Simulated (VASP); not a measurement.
Input of a VASP 6.6.1 run:

The input INCAR:

```
PREC = Accurate
ENCUT = 520
EDIFF = 1E-6
ISMEAR = 0
SIGMA = 0.1
LREAL = False
LASPH = True
NELM = 150
ALGO = Normal
ISIF = 2
LWAVE = False
LCHARG = False
ISPIN = 2
MAGMOM = 2 2 2 0
LORBIT = 11
LMAXMIX = 4
GGA = PE
NBANDS = 35
```

The input KPOINTS:

```
regular mesh
0
Gamma
  4 4 4
```

The input POSCAR:

```
V3I
1.0
    4.2973687295      0.0000000000      0.0000000000
    0.0000000000      4.2973687295      0.0000000000
    0.0000000000      0.0000000000      4.2973687295
V I
3 1
Direct
    0.0000000000      0.5000000000      0.5000000000
    0.5000000000      0.0000000000      0.5000000000
    0.5000000000      0.5000000000      0.0000000000
    0.0000000000      0.0000000000      0.0000000000
```

Potentials or basis: VASP PAW PBE potentials, release 64 (V_sv, I).

Command:

```console
$ cat potpaw_PBE.64/V_sv/POTCAR potpaw_PBE.64/I/POTCAR > POTCAR
$ mpirun -np 1 vasp_std > vasp.out
```

(1) Estimate the pressure.

(2) Estimate the site moments.

(3) Predict the net moment.

Answers

(1) -19.3 GPa.

(2) V +0.11; I +0.01 μB.

(3) 0.40 μB per cell.

Caveat: the k points lie up to 0.37 Å⁻¹ apart; a moment this small can come from the mesh or the smearing.
